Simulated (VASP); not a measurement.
# Ti2Te3Pt (R3m) in VASP: a series of runs

Runs on Ti2Te3Pt. Level: PBE. Tasks: single point, relaxation of cell and atoms.

Everything below comes from runs of VASP 6.6.1. Logs are shortened: lines on timing, memory, paths and dates and some standing lists are left out, and cuts for length are marked.

### Step 1. The cell of the first run

It takes space group R3m (No. 160, trigonal). Conventional cell: a = 7.575 Å, b = 7.575 Å, c = 9.996 Å, α = 90.00°, β = 90.00°, γ = 120.00°. Ti (site symmetry 3m) has 6 Te at 2.75 Å and 1 Ti at 3.17 Å within 3.6 Å. Ti (site symmetry 3m) has 1 Pt at 2.21 Å and 3 Te at 2.73 Å within 2.9 Å. Te (site symmetry m) has 3 Ti at 2.73 to 2.75 Å and 3 Pt at 3.59 to 3.81 Å and 8 Te at 3.70 to 3.99 Å within 4.0 Å. Pt (site symmetry 3m) has 1 Ti at 2.21 Å within 2.9 Å.

The cell was built from a structure type or drawn by symmetry, and may not be a known phase.

### Step 2. Single point, PBE, collinear spin

The input, INCAR:

```
SYSTEM = Ti2Te3Pt
PREC = Accurate ; ENCUT = 520
EDIFF = 1E-6 ; ISMEAR = 0
SIGMA = 0.1 ; LREAL = .False.
LASPH = .True. ; NELM = 150
ALGO = Normal ; ISIF = 2
LWAVE = .False. ; LCHARG = .False.
ISPIN = 2 ; MAGMOM = 1 1 0 0 0 0
LORBIT = 11 ; LMAXMIX = 4
GGA = PE ; NBANDS = 39
```

The input, KPOINTS:

```
Automatic mesh
0
Gamma
  3 3 3
  0 0 0
```

The input, POSCAR:

```
Ti2Te3Pt
1.0
    3.7876389862      2.1867943882      3.3321339971
   -3.7876389862      2.1867943882      3.3321339971
    0.0000000000     -4.3735887765      3.3321339971
Ti Te Pt
2 3 1
Direct
    0.0564079063      0.0564079063      0.0564079063
    0.7396921354      0.7396921354      0.7396921354
    0.0670258567      0.5559796308      0.0670258567
    0.0670258567      0.0670258567      0.5559796308
    0.5559796308      0.0670258567      0.0670258567
    0.5190029940      0.5190029940      0.5190029940
```

Potentials or basis: VASP PAW PBE potentials, release 64 (Ti_sv, Te, Pt).

Run with:

```sh
> cat potpaw_PBE.64/Ti_sv/POTCAR potpaw_PBE.64/Te/POTCAR potpaw_PBE.64/Pt/POTCAR > POTCAR
> mpirun -np 1 vasp_std > vasp.out
```

OUTCAR:

```text
SYSTEM = Ti2Te3Pt
   PREC = Accurate
   ENCUT = 520
   EDIFF = 1E-6
   ISMEAR = 0
   LREAL = .False.
   LASPH = .True.
   NELM = 150
   ISIF = 2
   ISPIN = 2
   LORBIT = 11
   GGA = PE

 ion  position               nearest neighbor table
   1  0.056  0.056  0.056-   4 2.75   3 2.75   5 2.75   4 2.75   5 2.75   3 2.75
   2  0.740  0.740  0.740-   6 2.21   4 2.73   5 2.73   3 2.73
   3  0.067  0.556  0.067-   2 2.73   1 2.75   1 2.75
   4  0.067  0.067  0.556-   2 2.73   1 2.75   1 2.75
   5  0.556  0.067  0.067-   2 2.73   1 2.75   1 2.75
   6  0.519  0.519  0.519-   2 2.21

  LATTYP: Found a trigonal (rhomboedric) cell.
 ALAT       =     5.4983084454
 COS(alpha) =     0.0509066003

  Lattice vectors:

 A1 = (   3.7876389862,   2.1867943882,   3.3321339971)
 A2 = (  -3.7876389862,   2.1867943882,   3.3321339971)
 A3 = (   0.0000000000,  -4.3735887765,   3.3321339971)

Analysis of symmetry for initial positions (statically):
=====================================================================
 Subroutine PRICEL returns:
 Original cell was already a primitive cell.

 Routine SETGRP: Setting up the symmetry group for a
 trigonal (rhombohedral) supercell.

 Subroutine GETGRP returns: Found  6 space group operations
 (whereof  6 operations were pure point group operations)
 out of a pool of 12 trial point group operations.

The static configuration has the point symmetry C_3v.

Analysis of symmetry for dynamics (positions and initial velocities):
=====================================================================
 Subroutine PRICEL returns:
 Original cell was already a primitive cell.

 Routine SETGRP: Setting up the symmetry group for a
 trigonal (rhombohedral) supercell.

 Subroutine GETGRP returns: Found  6 space group operations
 (whereof  6 operations were pure point group operations)
 out of a pool of 12 trial point group operations.

The dynamic configuration has the point symmetry C_3v.

Analysis of structural, dynamic, and magnetic symmetry:
=====================================================================
 Subroutine PRICEL returns:
 Original cell was already a primitive cell.

 Routine SETGRP: Setting up the symmetry group for a
 trigonal (rhombohedral) supercell.

 Subroutine GETGRP returns: Found  6 space group operations
 (whereof  6 operations were pure point group operations)
 out of a pool of 12 trial point group operations.

The overall configuration has the point symmetry C_3v.

 Subroutine INISYM returns: Found  6 space group operations
 (whereof  6 operations are pure point group operations),
 and found     1 'primitive' translations

----------------------------------------------------------------------------------------

                                     Primitive cell

  volume of cell :     165.5962

  direct lattice vectors                    reciprocal lattice vectors
     3.787638986  2.186794388  3.332133997     0.132008357  0.076215061  0.100035993
    -3.787638986  2.186794388  3.332133997    -0.132008357  0.076215061  0.100035993
     0.000000000 -4.373588777  3.332133997     0.000000000 -0.152430121  0.100035993

  length of vectors
     5.498308445  5.498308445  5.498308445     0.182324276  0.182324276  0.182324276

  position of ions in fractional coordinates (direct lattice)
     0.056407906  0.056407906  0.056407906
     0.739692135  0.739692135  0.739692135
     0.067025857  0.555979631  0.067025857
     0.067025857  0.067025857  0.555979631
     0.555979631  0.067025857  0.067025857
     0.519002994  0.519002994  0.519002994

  ion indices of the primitive-cell ions
   primitive index   ion index
                 1           1
                 2           2
[... 24 lines left out ...]
     0.000000000  0.000000000  0.000000000

 Subroutine IBZKPT returns following result:
 ===========================================

 Found      6 irreducible k-points:

 Following reciprocal coordinates:
            Coordinates               Weight
  0.000000  0.000000  0.000000      1.000000
  0.333333 -0.000000 -0.000000      6.000000
  0.333333  0.333333 -0.000000      6.000000
 -0.333333  0.333333  0.000000      6.000000
  0.333333  0.333333  0.333333      2.000000
 -0.333333  0.333333  0.333333      6.000000
   k-points           NKPTS =      6   k-points in BZ     NKDIM =      6   number of bands    NBANDS=     39
   number of dos      NEDOS =    301   number of ions     NIONS =      6
   total plane-waves  NPLWV =  74088
   dimension x,y,z NGX =    42 NGY =   42 NGZ =   42
   dimension x,y,z NGXF=    84 NGYF=   84 NGZF=   84
   ions per type =               2   3   1
   NGX,Y,Z   is equivalent  to a cutoff of  12.70, 12.70, 12.70 a.u.
   NGXF,Y,Z  is equivalent  to a cutoff of  25.40, 25.40, 25.40 a.u.
 SYSTEM =  Ti2Te3Pt
   PREC   = accura    normal or accurate (medium, high low for compatibility)
   ISTART =      0    job   : 0-new  1-cont  2-samecut
   ICHARG =      2    charge: 1-file 2-atom 10-const
   ISPIN  =      2    spin polarized calculation?
   LNONCOLLINEAR =      F non collinear calculations
   LSORBIT =      F    spin-orbit coupling
   LASPH  =      T    aspherical Exc in radial PAW
   ENCUT  =  520.0 eV  38.22 Ry    6.18 a.u.  10.22 10.22 10.22*2*pi/ulx,y,z
   NELM   =    150;   NELMIN=  2; NELMDL= -5     # of ELM steps
   EDIFF  = 0.1E-05   stopping-criterion for ELM
   LREAL  =      F    real-space projection
   EDIFFG = 0.1E-04   stopping-criterion for IOM
   NSW    =      0    number of steps for IOM
   IBRION =     -1    ionic relax: 0-MD 1-quasi-New 2-CG
   NFREE  =      0    steps in history (QN), initial steepest desc. (CG)
   ISIF   =      2    stress and relaxation
   ISYM   =      2    0-nonsym 1-usesym 2-fastsym
   POTIM  = 0.5000    time-step for ionic-motion
   TEBEG  =    0.0;   TEEND  =   0.0 temperature during run
   PSTRESS=    0.0 pullay stress
   NELECT =      52.0000    total number of electrons
   NUPDOWN=      -1.0000    fix difference up-down
   EMIN   =  10.00;   EMAX   =-10.00  energy-range for DOS
   EFERMI =   0.00;   METHOD = LEGACY
   ISMEAR =     0;   SIGMA  =   0.10  broadening in eV -4-tet -1-fermi 0-gaus
   EFERMI_NEDOS =   21; number of points for ismear=-14 and -15
   IALGO  =     38    algorithm
   IMIX   =      4    mixing-type and parameters
     AMIX     =   0.40;   BMIX     =  1.00
     AMIX_MAG =   1.60;   BMIX_MAG =  1.00
  volume/ion in A,a.u.               =      27.60       186.25
  Fermi-wavevector in a.u.,A,eV,Ry     =   1.112737  2.102768 16.846511  1.238184
  Thomas-Fermi vector in A             =   2.249314
   LORBIT       =     11    0 simple, 1 ext, 2 COOP (PROOUT), +10 PAW based schemes
   GGA     = PE    functional components
   LHFCALC =     F    Hartree Fock is set to
   AEXX    =    0.0000 exact exchange contribution
   IVDW    =     0    specifies the selected vdW correction
   LEPSILON=     F    determine dielectric tensor
   LRPA    =     F    only Hartree local field effects (RPA)
 spin polarized calculation
 Gauss-broadening in eV      SIGMA  =   0.10
  energy-cutoff  :      520.00
  volume of cell :      165.60
 maximum number of plane-waves:      4482
 NGX is ok and might be reduce to    42
   NGX = 21   NGY = 21   NGZ = 21

 number of electron      52.0000001 magnetization      -0.0114946

 number of electron      52.0000001 magnetization       0.0004571

 Free energy of the ion-electron system (eV)
  ---------------------------------------------------
  ext. energy  EPLUGINS =         0.00000000
  ---------------------------------------------------
  free energy    TOTEN  =       -31.33769959 eV

  energy without entropy =      -31.30379484  energy(sigma->0) =      -31.32074722

 E-fermi :   5.8364     XC(G=0):  -9.6698

 val. band max:        5.8173538612   @ k =   0.3333  -0.0000  -0.0000
 cond. band min:       5.8511075076   @ k =  -0.3333   0.3333   0.3333
 fundamental gap:      0.0337536464
 Fermi energy:         5.8364452790

 spin component 1

 k-point     1 :       0.0000    0.0000    0.0000
  band No.  band energies     occupation
      1     -51.7957      1.00000
      2     -51.6300      1.00000
      3     -28.1141      1.00000
      4     -28.0502      1.00000
      5     -28.0502      1.00000
      6     -27.9162      1.00000
[... 235 lines left out ...]
     37      10.2547      0.00000
     38      10.8045      0.00000
 Fermi energy:         5.8364452790

 spin component 2

 k-point     1 :       0.0000    0.0000    0.0000
  band No.  band energies     occupation
      1     -51.7951      1.00000
      2     -51.6299      1.00000
      3     -28.1136      1.00000
      4     -28.0495      1.00000
      5     -28.0495      1.00000
      6     -27.9162      1.00000
[... 235 lines left out ...]
     37      10.2547      0.00000
     38      10.8047      0.00000
 [bands above 38 left out]

------------------------ aborting loop because EDIFF is reached ----------------------------------------

  FORCE on cell =-STRESS in cart. coord.  units (eV):
  Direction    XX          YY          ZZ          XY          YZ          ZX
  --------------------------------------------------------------------------------------
  -------------------------------------------------------------------------------------
  Total        0.2299316      0.2299316      0.2781727      0.0000000     -0.0000000      0.0000000
  in kB        2.2246367      2.2246367      2.6913787      0.0000000     -0.0000000      0.0000000
  external PRESSURE =       2.3802174 kB  Pullay stress =       0.0000000 kB

 VOLUME and BASIS-vectors are now :
 -----------------------------------------------------------------------------
  energy-cutoff  :      520.00
  volume of cell :      165.60
      direct lattice vectors                 reciprocal lattice vectors
     3.787638986  2.186794388  3.332133997     0.132008357  0.076215061  0.100035993
    -3.787638986  2.186794388  3.332133997    -0.132008357  0.076215061  0.100035993
     0.000000000 -4.373588777  3.332133997     0.000000000 -0.152430121  0.100035993

 POSITION                                       TOTAL-FORCE (eV/Angst)
 -----------------------------------------------------------------------------------
      0.00000     -0.00000      0.56388         0.000000      0.000000     -0.008092
      0.00000     -0.00000      7.39426         0.000000     -0.000000      0.163683
     -1.85198      1.06924      2.29928        -0.009058      0.005230      0.001291
      0.00000     -2.13848      2.29928         0.000000     -0.010459      0.001291
      1.85198      1.06924      2.29928         0.009058      0.005230      0.001291
      0.00000     -0.00000      5.18816         0.000000      0.000000     -0.159462
 -----------------------------------------------------------------------------------
    total drift:                               -0.000000      0.000001     -0.000033

  FREE ENERGIE OF THE ION-ELECTRON SYSTEM (eV)
  ---------------------------------------------------
  free  energy   TOTEN  =       -31.3376995947 eV

  energy  without entropy=      -31.3037948417  energy(sigma->0) =      -31.32074722

 total charge

# of ion       s       p       d       tot
------------------------------------------
    1        2.158   6.111   1.906  10.175
    2        2.201   6.121   1.961  10.283
    3        1.373   2.009   0.034   3.416
    4        1.373   2.009   0.034   3.416
    5        1.373   2.009   0.034   3.416
    6        0.855   0.116   8.128   9.100
--------------------------------------------------
tot          9.332  18.374  12.098  39.805

 magnetization (x)

# of ion       s       p       d       tot
------------------------------------------
    1        0.000   0.000   0.001   0.001
    2       -0.000   0.000   0.000   0.000
    3       -0.000  -0.000   0.000  -0.000
    4       -0.000  -0.000   0.000  -0.000
    5       -0.000  -0.000   0.000  -0.000
    6        0.000  -0.000  -0.000  -0.000
--------------------------------------------------
tot          0.000  -0.000   0.000   0.000
```

Wall time 2.1 min (1 thread of Intel Xeon Platinum 8375C at 2.90GHz (Ice Lake), shared host); peak memory 0.34 GiB.

Results:

* Free energy: -31.3377 eV
* Pressure: 0.2 GPa
* Largest force: 0.164 eV/Å
* Band gap on the k mesh: zero (filled and empty bands overlap)
* Net moment: 0.00 μB per cell
* Valence electrons inside the program's atomic spheres: Ti 10.18, 10.28; Te 3.42; Pt 9.10

Forces in eV/Å, atoms in the order of the input:
```
Ti   0.000  0.000 -0.008
Ti   0.000  0.000  0.164
Te  -0.009  0.005  0.001
Te   0.000 -0.010  0.001
Te   0.009  0.005  0.001
Pt   0.000  0.000 -0.159
```

Caveat: the k points lie up to 0.38 Å⁻¹ apart, too coarse for converged energies and pressures of a metal; spin-orbit coupling is left out, which moves the levels of the heavy elements.

### Step 3. Relaxation of cell and atoms, PBE

The input, INCAR:

```
SYSTEM = Ti2Te3Pt
ALGO = Normal
EDIFF = 1E-6
EDIFFG = -0.01
ENCUT = 600
GGA = PE
IBRION = 2
ISIF = 3
ISMEAR = 0
LASPH = .True.
LCHARG = .False.
LREAL = .False.
LWAVE = .False.
NELM = 100
NSW = 100
PREC = Accurate
SIGMA = 0.1
```

The input, KPOINTS:

```
k-points
0
Gamma
  6 6 6
  0 0 0
```

POSCAR is that of step 2.

Potentials or basis: VASP PAW PBE potentials, release 64 (Ti_sv, Te, Pt).

Run with:

```sh
> cat potpaw_PBE.64/Ti_sv/POTCAR potpaw_PBE.64/Te/POTCAR potpaw_PBE.64/Pt/POTCAR > POTCAR
> mpirun -np 1 vasp_std > vasp.out
```

It took 19 min on 1 thread of Intel Xeon Platinum 8375C at 2.90GHz (Ice Lake), shared host; peak memory 0.48 GiB.

The run converged. Its results:

```
Free energy                           : -31.4078 eV
Relaxed volume                        : 27.69 Å³/atom
Relaxed cell                          : a = 5.504 Å, b = 5.504 Å, c = 5.504 Å, α = 87.11°, β = 87.11°, γ = 87.11°
Space group after relaxing (to 0.1 Å) : R3m (No. 160)
Energy gained by relaxing             : 0.2 meV/atom
Ionic steps                           : 9
Pressure after relaxing               : 0.0 GPa
Largest force after relaxing          : 0.009 eV/Å
Band gap on the k mesh                : zero (bands 26 and 27 overlap by 0.86 eV)
```

Forces on the atoms (eV/Å):
```
Ti   0.000  0.000  0.000
Ti   0.000  0.000 -0.003
Te   0.003 -0.002 -0.002
Te   0.000  0.003 -0.002
Te  -0.003 -0.002 -0.002
Pt   0.000  0.000  0.009
```

The path:
```csv
step,energy change (eV),largest force (eV/Å),pressure (GPa),volume (Å³)
1,0.0000,0.1479,0.24,165.60
2,0.0001,0.1507,-0.29,166.60
3,-0.0010,0.0370,-0.02,166.08
4,-0.0011,0.0257,-0.01,166.03
5,-0.0011,0.0197,0.02,165.96
6,-0.0012,0.0156,0.02,166.01
7,-0.0012,0.0101,0.01,166.09
8,-0.0012,0.0103,-0.03,166.14
9,-0.0012,0.0085,-0.04,166.13
```

Final structure:
```
Ti Te Pt
1.0
     3.79246    2.18958    3.33440
    -3.79246    2.18958    3.33440
     0.00000   -4.37916    3.33440
Ti Te Pt
2 3 1
Cartesian
  0.0000 0.0000 0.5552
  0.0000 0.0000 7.4069
  -1.8527 1.0696 2.3021
  0.0000 -2.1393 2.3021
  1.8527 1.0696 2.3021
  0.0000 0.0000 5.1894
```

Levels at points of the mesh, in eV from the Fermi level:
| k point | band 22 | band 23 | band 24 | band 25 | band 26 | band 27 | band 28 | band 29 | band 30 | band 31 |
| --- | --- | --- | --- | --- | --- | --- | --- | --- | --- | --- |
| (0.00, 0.00, 0.00) | -1.43 | -0.89 | -0.61 | -0.47 | -0.47 | -0.38 | -0.09 | -0.09 | 0.73 | 0.73 |
| (0.50, 0.00, 0.00) | -1.55 | -1.54 | -1.03 | -0.40 | -0.18 | 0.25 | 0.55 | 0.73 | 0.99 | 1.20 |
| (0.50, 0.50, 0.00) | -2.05 | -1.29 | -1.19 | -0.35 | -0.28 | 0.36 | 0.67 | 0.87 | 0.92 | 1.23 |
| (0.50, 0.50, 0.50) | -1.39 | -1.39 | -0.67 | -0.67 | 0.48 | 0.57 | 0.90 | 0.90 | 1.05 | 1.05 |

Caveat: spin-orbit coupling is left out, which moves the levels of the heavy elements.
